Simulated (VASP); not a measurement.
# Al3VN4 (Pm-3m) in VASP: further runs, part 2 of 2

VASP 6.6.1. Earlier steps stand in the parts before.

## 3. Single point, PBE, collinear spin, ferromagnetic start

This run uses another cell than the first one, of 12.73 Å³/atom.

INCAR reads:

```
SYSTEM = Al3VN4
PREC = Accurate ; ENCUT = 520
EDIFF = 1E-6 ; ISMEAR = 0
SIGMA = 0.1 ; LREAL = .FALSE.
LASPH = .TRUE. ; NELM = 150
ALGO = Normal ; ISIF = 2
LWAVE = .FALSE. ; LCHARG = .FALSE.
ISPIN = 2 ; MAGMOM = 0 0 0 2 0 0 0 0
LORBIT = 11 ; LMAXMIX = 4
GGA = PE ; NBANDS = 35
```

KPOINTS reads:

```
Automatic mesh
0
G
  4 4 4
  0 0 0
```

POSCAR reads:

```
Al3VN4
1.0
    4.6702703300      0.0000000000      0.0000000000
    0.0000000000      4.6702703300      0.0000000000
    0.0000000000      0.0000000000      4.6702703300
Al V N
3 1 4
Direct
    0.5000000000      0.0000000000      0.5000000000
    0.5000000000      0.5000000000      0.0000000000
    0.0000000000      0.5000000000      0.5000000000
    0.0000000000      0.0000000000      0.0000000000
    0.0000000000      0.5000000000      0.0000000000
    0.5000000000      0.5000000000      0.5000000000
    0.0000000000      0.0000000000      0.5000000000
    0.5000000000      0.0000000000      0.0000000000
```

Potentials or basis: VASP PAW PBE potentials, release 64 (Al, V_sv, N).

The run is started by

```bash
cat potpaw_PBE.64/Al/POTCAR potpaw_PBE.64/V_sv/POTCAR potpaw_PBE.64/N/POTCAR > POTCAR
mpirun -np 1 vasp_std > vasp.out
```

OUTCAR:

```text
SYSTEM = Al3VN4
   PREC = Accurate
   ENCUT = 520
   EDIFF = 1E-6
   ISMEAR = 0
   LREAL = .FALSE.
   LASPH = .TRUE.
   NELM = 150
   ISIF = 2
   ISPIN = 2
   LORBIT = 11
   GGA = PE

 ion  position               nearest neighbor table
   1  0.500  0.000  0.500-   6 2.34   7 2.34   8 2.34   8 2.34   6 2.34   7 2.34   3 3.30   2 3.30
                             3 3.30   2 3.30   2 3.30   3 3.30   2 3.30   3 3.30
   2  0.500  0.500  0.000-   5 2.34   6 2.34   8 2.34   6 2.34   8 2.34   5 2.34   3 3.30   3 3.30
                             1 3.30   1 3.30   1 3.30   3 3.30   1 3.30   3 3.30
   3  0.000  0.500  0.500-   5 2.34   6 2.34   7 2.34   5 2.34   7 2.34   6 2.34   2 3.30   1 3.30
                             1 3.30   1 3.30   2 3.30   2 3.30   2 3.30   1 3.30
   4  0.000  0.000  0.000-   5 2.34   7 2.34   8 2.34   7 2.34   5 2.34   8 2.34
   5  0.000  0.500  0.000-   2 2.34   3 2.34   4 2.34   3 2.34   4 2.34   2 2.34
   6  0.500  0.500  0.500-   1 2.34   2 2.34   3 2.34   2 2.34   1 2.34   3 2.34
   7  0.000  0.000  0.500-   1 2.34   3 2.34   4 2.34   4 2.34   3 2.34   1 2.34
   8  0.500  0.000  0.000-   1 2.34   2 2.34   4 2.34   1 2.34   2 2.34   4 2.34

  LATTYP: Found a simple cubic cell.
 ALAT       =     4.6702703300

  Lattice vectors:

 A1 = (   4.6702703300,   0.0000000000,   0.0000000000)
 A2 = (   0.0000000000,   4.6702703300,   0.0000000000)
 A3 = (   0.0000000000,   0.0000000000,   4.6702703300)

Analysis of symmetry for initial positions (statically):
=====================================================================
 Subroutine PRICEL returns:
 Original cell was already a primitive cell.

 Routine SETGRP: Setting up the symmetry group for a
 simple cubic supercell.

 Subroutine GETGRP returns: Found 48 space group operations
 (whereof 48 operations were pure point group operations)
 out of a pool of 48 trial point group operations.

The static configuration has the point symmetry O_h .

Analysis of symmetry for dynamics (positions and initial velocities):
=====================================================================
 Subroutine PRICEL returns:
 Original cell was already a primitive cell.

 Routine SETGRP: Setting up the symmetry group for a
 simple cubic supercell.

 Subroutine GETGRP returns: Found 48 space group operations
 (whereof 48 operations were pure point group operations)
 out of a pool of 48 trial point group operations.

The dynamic configuration has the point symmetry O_h .

Analysis of structural, dynamic, and magnetic symmetry:
=====================================================================
 Subroutine PRICEL returns:
 Original cell was already a primitive cell.

 Routine SETGRP: Setting up the symmetry group for a
 simple cubic supercell.

 Subroutine GETGRP returns: Found 48 space group operations
 (whereof 48 operations were pure point group operations)
 out of a pool of 48 trial point group operations.

The overall configuration has the point symmetry O_h .

 Subroutine INISYM returns: Found 48 space group operations
 (whereof 48 operations are pure point group operations),
 and found     1 'primitive' translations

----------------------------------------------------------------------------------------

                                     Primitive cell

  volume of cell :     101.8653

  direct lattice vectors                    reciprocal lattice vectors
     4.670270330  0.000000000  0.000000000     0.214120368  0.000000000  0.000000000
     0.000000000  4.670270330  0.000000000     0.000000000  0.214120368  0.000000000
[... 100 lines left out ...]
   IMIX   =      4    mixing-type and parameters
     AMIX     =   0.40;   BMIX     =  1.00
     AMIX_MAG =   1.60;   BMIX_MAG =  1.00
  volume/ion in A,a.u.               =      12.73        85.93
  Fermi-wavevector in a.u.,A,eV,Ry     =   1.218473  2.302580 20.200249  1.484676
  Thomas-Fermi vector in A             =   2.353758
   LORBIT       =     11    0 simple, 1 ext, 2 COOP (PROOUT), +10 PAW based schemes
   GGA     = PE    functional components
   LHFCALC =     F    Hartree Fock is set to
   AEXX    =    0.0000 exact exchange contribution
   IVDW    =     0    specifies the selected vdW correction
   LEPSILON=     F    determine dielectric tensor
   LRPA    =     F    only Hartree local field effects (RPA)
 spin polarized calculation
 Gauss-broadening in eV      SIGMA  =   0.10
  energy-cutoff  :      520.00
  volume of cell :      101.87
 maximum number of plane-waves:      2800
 NGX is ok and might be reduce to    36
   NGX = 17   NGY = 17   NGZ = 17

 number of electron      41.9999999 magnetization       1.9695818

 Free energy of the ion-electron system (eV)
  ---------------------------------------------------
  ext. energy  EPLUGINS =         0.00000000
  ---------------------------------------------------
  free energy    TOTEN  =       -56.00807763 eV

  energy without entropy =      -55.98487622  energy(sigma->0) =      -55.99647692

 E-fermi :   6.2768     XC(G=0): -10.6784

 val. band max:        6.2311562009   @ k =   0.5000   0.2500   0.0000
 cond. band min:       6.2952255854   @ k =   0.5000   0.5000   0.0000
 fundamental gap:      0.0640693845
 Fermi energy:         6.2767508007

 spin component 1

 k-point     1 :       0.0000    0.0000    0.0000
  band No.  band energies     occupation
      1     -59.2481      1.00000
      2     -33.0440      1.00000
      3     -33.0440      1.00000
      4     -33.0440      1.00000
      5      -8.8305      1.00000
      6      -6.8644      1.00000
[... 349 lines left out ...]
     32      12.7880      0.00000
     33      13.1639      0.00000
 Fermi energy:         6.2767508007

 spin component 2

 k-point     1 :       0.0000    0.0000    0.0000
  band No.  band energies     occupation
      1     -57.3348      1.00000
      2     -31.1522      1.00000
      3     -31.1522      1.00000
      4     -31.1522      1.00000
      5      -8.8347      1.00000
      6      -6.9122      1.00000
[... 349 lines left out ...]
     32      12.7850      0.00000
     33      13.2009      0.00000
 [bands above 33 left out]

------------------------ aborting loop because EDIFF is reached ----------------------------------------

  FORCE on cell =-STRESS in cart. coord.  units (eV):
  Direction    XX          YY          ZZ          XY          YZ          ZX
  --------------------------------------------------------------------------------------
  -------------------------------------------------------------------------------------
  Total      -27.0248605    -27.0248605    -27.0248605     -0.0000000     -0.0000000      0.0000000
  in kB     -425.0577949   -425.0577949   -425.0577949     -0.0000000     -0.0000000      0.0000000
  external PRESSURE =    -425.0577949 kB  Pullay stress =       0.0000000 kB

 VOLUME and BASIS-vectors are now :
 -----------------------------------------------------------------------------
  energy-cutoff  :      520.00
  volume of cell :      101.87
      direct lattice vectors                 reciprocal lattice vectors
     4.670270330  0.000000000  0.000000000     0.214120368  0.000000000  0.000000000
     0.000000000  4.670270330  0.000000000     0.000000000  0.214120368  0.000000000
     0.000000000  0.000000000  4.670270330     0.000000000  0.000000000  0.214120368

 POSITION                                       TOTAL-FORCE (eV/Angst)
 -----------------------------------------------------------------------------------
      2.33514      0.00000      2.33514         0.000000      0.000000      0.000000
      2.33514      2.33514      0.00000         0.000000      0.000000      0.000000
      0.00000      2.33514      2.33514         0.000000      0.000000      0.000000
      0.00000      0.00000      0.00000         0.000000      0.000000      0.000000
      0.00000      2.33514      0.00000         0.000000      0.000000      0.000000
      2.33514      2.33514      2.33514         0.000000      0.000000      0.000000
      0.00000      0.00000      2.33514         0.000000      0.000000      0.000000
      2.33514      0.00000      0.00000         0.000000      0.000000      0.000000
 -----------------------------------------------------------------------------------
    total drift:                                0.000000     -0.000000     -0.000000

  FREE ENERGIE OF THE ION-ELECTRON SYSTEM (eV)
  ---------------------------------------------------
  free  energy   TOTEN  =       -56.0080776300 eV

  energy  without entropy=      -55.9848762165  energy(sigma->0) =      -55.99647692

 total charge

# of ion       s       p       d       tot
------------------------------------------
    1        0.312   0.240   0.000   0.552
    2        0.312   0.240   0.000   0.552
    3        0.312   0.240   0.000   0.552
    4        2.176   6.127   2.806  11.109
    5        1.242   2.319   0.000   3.561
    6        1.246   2.315   0.000   3.561
    7        1.242   2.319   0.000   3.561
    8        1.242   2.319   0.000   3.561
--------------------------------------------------
tot          8.083  16.119   2.806  27.008

 magnetization (x)

# of ion       s       p       d       tot
------------------------------------------
    1        0.007   0.000   0.000   0.007
    2        0.007   0.000   0.000   0.007
    3        0.007   0.000   0.000   0.007
    4        0.014   0.011   1.830   1.855
    5       -0.001  -0.034   0.000  -0.035
    6        0.001  -0.010   0.000  -0.010
    7       -0.001  -0.034   0.000  -0.035
    8       -0.001  -0.034   0.000  -0.035
--------------------------------------------------
tot          0.031  -0.100   1.830   1.761
```

Wall time 53 s (1 thread of Intel Xeon Platinum 8488C (Sapphire Rapids), shared host); peak memory 0.26 GiB.

What came out:

```yaml
Free_energy: -56.0081 eV
Pressure: -42.5 GPa
Band_gap_on_the_k_mesh: zero (filled and empty bands overlap)
Net_moment: 1.97 μB per cell
Site_moments: Al +0.01; V +1.85; N -0.04, -0.01 (each value once) μB
Valence_electrons_inside_the_program's_atomic_spheres: Al 0.55; V 11.11; N 3.56
```

Caveat: the cell stands under tension. With open d or f shells a metallic result of PBE can be an artefact of self-interaction; +U or a hybrid may open a gap.

## 4. Relaxation of cell and atoms, PBE, collinear spin, ferromagnetic start

This run uses another cell than the first one, of 12.73 Å³/atom.

INCAR reads:

```
SYSTEM = Al3VN4
  PREC = Accurate
  ENCUT = 600
  EDIFF = 1E-6
  ISMEAR = 0
  SIGMA = 0.1
  LREAL = .False.
  LASPH = .True.
  NELM = 150
  ALGO = Normal
  ISIF = 3
  LWAVE = .False.
  LCHARG = .False.
  ISPIN = 2
  MAGMOM = 0 0 0 2 0 0 0 0
  LORBIT = 11
  LMAXMIX = 4
  GGA = PE
  IBRION = 2
  NSW = 90
  EDIFFG = -0.04
```

KPOINTS reads:

```
Automatic mesh
0
Gamma
  4 4 4
  0 0 0
```

POSCAR is that of step 3.

The run is started by

```bash
cat potpaw_PBE.64/Al/POTCAR potpaw_PBE.64/V_sv/POTCAR potpaw_PBE.64/N/POTCAR > POTCAR
mpirun -np 1 vasp_std > vasp.out
```

Run time: 3.1 min. Hardware: 1 thread of Intel Xeon Platinum 8488C (Sapphire Rapids), shared host; peak memory 0.31 GiB.

The run converged. Its results:

* Free energy: -61.9223 eV
* Relaxed volume: 8.59 Å³/atom
* Relaxed cell: a = 4.097 Å, b = 4.097 Å, c = 4.097 Å, α = 90.00°, β = 90.00°, γ = 90.00°
* Space group after relaxing (to 0.1 Å): Pm-3m (No. 221)
* Energy gained by relaxing: 738.5 meV/atom
* Ionic steps: 4
* Pressure after relaxing: -0.5 GPa
* Band gap on the k mesh: zero (filled and empty bands overlap)
* Net moment: 0.00 μB per cell
* Valence electrons inside the program's atomic spheres: Al 0.69; V 11.70; N 3.79, 3.80 (each value once)

Step by step:
```
step  energy change (eV)  largest force (eV/Å)  pressure (GPa)  volume (Å³)
   1              0.0000                0.0000          -42.63       101.87
   2             -4.6902                0.0000           48.96        59.64
   3             -5.8981                0.0000           -3.43        69.53
   4             -5.9077                0.0000           -0.53        68.75
```

Final structure:
```xyz
8
Lattice="4.0966 0.0000 0.0000 0.0000 4.0966 0.0000 0.0000 0.0000 4.0966" Properties=species:S:1:pos:R:3 pbc="T T T"
Al    2.0483    0.0000    2.0483
Al    2.0483    2.0483    0.0000
Al    0.0000    2.0483    2.0483
V     0.0000    0.0000    0.0000
N     0.0000    2.0483    0.0000
N     2.0483    2.0483    2.0483
N     0.0000    0.0000    2.0483
N     2.0483    0.0000    0.0000
```

Levels at points of the mesh, in eV from the Fermi level:
Spin up:
| k point | band 16 | band 17 | band 18 | band 19 | band 20 | band 21 | band 22 | band 23 | band 24 | band 25 |
| --- | --- | --- | --- | --- | --- | --- | --- | --- | --- | --- |
| (0.00, 0.00, 0.00) | -4.04 | -4.04 | -2.04 | -2.04 | -2.04 | -1.45 | -1.45 | -1.45 | 1.12 | 1.12 |
| (0.50, 0.00, 0.00) | -5.69 | -4.11 | -4.11 | -3.02 | -3.02 | -1.25 | 0.68 | 0.68 | 1.28 | 3.23 |
| (0.50, 0.50, 0.00) | -5.59 | -4.35 | -3.37 | -3.28 | -3.28 | 0.68 | 0.68 | 0.98 | 2.12 | 5.32 |
| (0.50, 0.50, 0.50) | -3.64 | -3.64 | -3.31 | -3.31 | -3.31 | 1.25 | 1.25 | 1.25 | 3.63 | 4.11 |
Spin down:
| k point | band 18 | band 19 | band 20 | band 21 | band 22 | band 23 |
| --- | --- | --- | --- | --- | --- | --- |
| (0.00, 0.00, 0.00) | -2.04 | -2.04 | -2.04 | -1.45 | -1.45 | -1.45 |
| (0.50, 0.00, 0.00) | -4.11 | -3.02 | -3.02 | -1.25 | 0.68 | 0.68 |
| (0.50, 0.50, 0.00) | -3.37 | -3.28 | -3.28 | 0.69 | 0.69 | 0.98 |
| (0.50, 0.50, 0.50) | -3.31 | -3.31 | -3.31 | 1.25 | 1.25 | 1.25 |

Caveat: the volume moved by over 15 % at a fixed basis, so the end points are rough; the moments typed at the start vanished in this run.

## 5. Single point, PBE, collinear spin, ferromagnetic start

INCAR reads:

```
ALGO = Normal ; EDIFF = 1E-6
ENCUT = 520 ; GGA = PE
ISIF = 2 ; ISMEAR = 0
ISPIN = 2 ; LASPH = True
LCHARG = False ; LMAXMIX = 4
LORBIT = 11 ; LREAL = False
LWAVE = False ; MAGMOM = 0 0 0 1.26 0 0 0 0
NBANDS = 35 ; NELM = 150
PREC = Accurate ; SIGMA = 0.1
```

KPOINTS reads:

```
k-points
0
Gamma
  10 10 10
```

Changes to POSCAR since step 4:

```diff
@@ -2,5 +2,5 @@
 1.0
-    4.6702703300      0.0000000000      0.0000000000
-    0.0000000000      4.6702703300      0.0000000000
-    0.0000000000      0.0000000000      4.6702703300
+    4.1050514787      0.0000000000      0.0000000000
+    0.0000000000      4.1050514787      0.0000000000
+    0.0000000000      0.0000000000      4.1050514787
 Al V N
```

The run is started by

```bash
cat potpaw_PBE.64/Al/POTCAR potpaw_PBE.64/V_sv/POTCAR potpaw_PBE.64/N/POTCAR > POTCAR
mpirun -np 1 vasp_std > vasp.out
```

Run time: 1.8 min. Hardware: 1 thread of Intel Xeon Platinum 8488C (Sapphire Rapids), shared host; peak memory 0.33 GiB.

The run converged. Its results:

```yaml
Free_energy: -61.9998 eV
Pressure: -1.9 GPa
Net_moment: 0.66 μB per cell
Site_moments: Al +0.00; V +0.57; N +0.01, -0.00 (each value once) μB
Valence_electrons_inside_the_program's_atomic_spheres: Al 0.68; V 11.69; N 3.81, 3.83 (each value once)
```

Levels at points of the mesh, in eV from the Fermi level:
Spin up:
```
           k point  band 19  band 20  band 21  band 22  band 23  band 24
(0.00, 0.00, 0.00)    -2.13    -2.13    -1.76    -1.76    -1.76     0.91
(0.50, 0.00, 0.00)    -3.11    -3.11    -1.58     0.32     0.32     1.05
(0.50, 0.50, 0.00)    -3.34    -3.34     0.32     0.32     0.59     1.89
(0.50, 0.50, 0.50)    -3.40    -3.40     0.88     0.88     0.88     3.52
```
Spin down:
| k point | band 17 | band 18 | band 19 | band 20 | band 21 | band 22 | band 23 | band 24 |
| --- | --- | --- | --- | --- | --- | --- | --- | --- |
| (0.00, 0.00, 0.00) | -4.08 | -2.12 | -2.12 | -2.12 | -1.22 | -1.22 | -1.22 | 1.17 |
| (0.50, 0.00, 0.00) | -4.13 | -4.13 | -3.09 | -3.09 | -1.01 | 0.90 | 0.90 | 1.35 |
| (0.50, 0.50, 0.00) | -4.40 | -3.43 | -3.33 | -3.33 | 0.92 | 0.92 | 1.23 | 2.18 |
| (0.50, 0.50, 0.50) | -3.64 | -3.38 | -3.38 | -3.38 | 1.49 | 1.49 | 1.49 | 3.54 |

Caveat: a moment this small can come from the mesh or the smearing. With open d or f shells a metallic result of PBE can be an artefact of self-interaction; +U or a hybrid may open a gap.

## 6. Overview

```csv
task,cell,k mesh,cutoff (eV),gap on the mesh (eV),pressure (GPa),moment (μB)
single point,"a = 4.108 Å, 8 atoms",4 × 4 × 4,520,none,-0.2,1.63
single point,"a = 4.670 Å, 8 atoms",4 × 4 × 4,520,none,-42.5,1.97
relaxation of cell and atoms,"relaxed from a = 4.670 Å, 8 atoms",4 × 4 × 4,600,none,-0.5,0.00
single point,"a = 4.105 Å, 8 atoms",10 × 10 × 10,520,none,-1.9,0.66
```

Alike in all rows: level PBE; potentials or basis VASP PAW PBE potentials, release 64 (Al, V_sv, N); spin collinear, ferromagnetic start; smearing gaussian 0.1 eV.

Caveats: some runs use coarse meshes; the cell stands under tension (at least some runs); the volume moved by over 15 % at a fixed basis, so the end points are rough (at least some runs); the moments typed at the start vanished in this run (at least some runs); a moment this small can come from the mesh or the smearing (at least some runs).

Absolute energies hang on the potentials; compare differences alone.

The gap in the log of VASP goes by the Fermi energy; the results here count the filled bands.